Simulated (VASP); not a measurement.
A run of VASP 6.6.1 is set up as follows.

File INCAR:

```
ALGO = Normal
EDIFF = 1E-6
ENCUT = 520
GGA = PE
ISIF = 2
ISMEAR = 0
LASPH = True
LCHARG = False
LREAL = False
LWAVE = False
NBANDS = 40
NELM = 100
PREC = Accurate
SIGMA = 0.1
```

The input KPOINTS:

```
k-points
0
Gamma
  4 4 4
```

The input POSCAR:

```
CaYC4N4
1.0
    6.3346871500      0.0000000000      0.0000000000
    0.0000000000      6.3346871500      0.0000000000
    0.0000000000      0.0000000000      6.3346871500
Ca Y C N
1 1 4 4
Direct
    0.0000000000      0.0000000000      0.0000000000
    0.5000000000      0.5000000000      0.5000000000
    0.1919431300      0.1919431300      0.1919431300
    0.1919431300      0.8080568700      0.8080568700
    0.8080568700      0.1919431300      0.8080568700
    0.8080568700      0.8080568700      0.1919431300
    0.2985782000      0.2985782000      0.2985782000
    0.2985782000      0.7014218000      0.7014218000
    0.7014218000      0.2985782000      0.7014218000
    0.7014218000      0.7014218000      0.2985782000
```

Potentials or basis: VASP PAW PBE potentials, release 64 (Ca_sv, Y_sv, C, N).

Launch:

```bash
$ cat potpaw_PBE.64/Ca_sv/POTCAR potpaw_PBE.64/Y_sv/POTCAR potpaw_PBE.64/C/POTCAR potpaw_PBE.64/N/POTCAR > POTCAR
$ mpirun -np 1 vasp_std > vasp.out
```

(1) Predict the pressure.

(2) Estimate the largest force.

Results:

(1) 10.3 GPa.

(2) 2.364 eV/Å.

Caveat: forces of over 1 eV/Å act on the atoms, so gaps and moduli don't describe the material at rest.
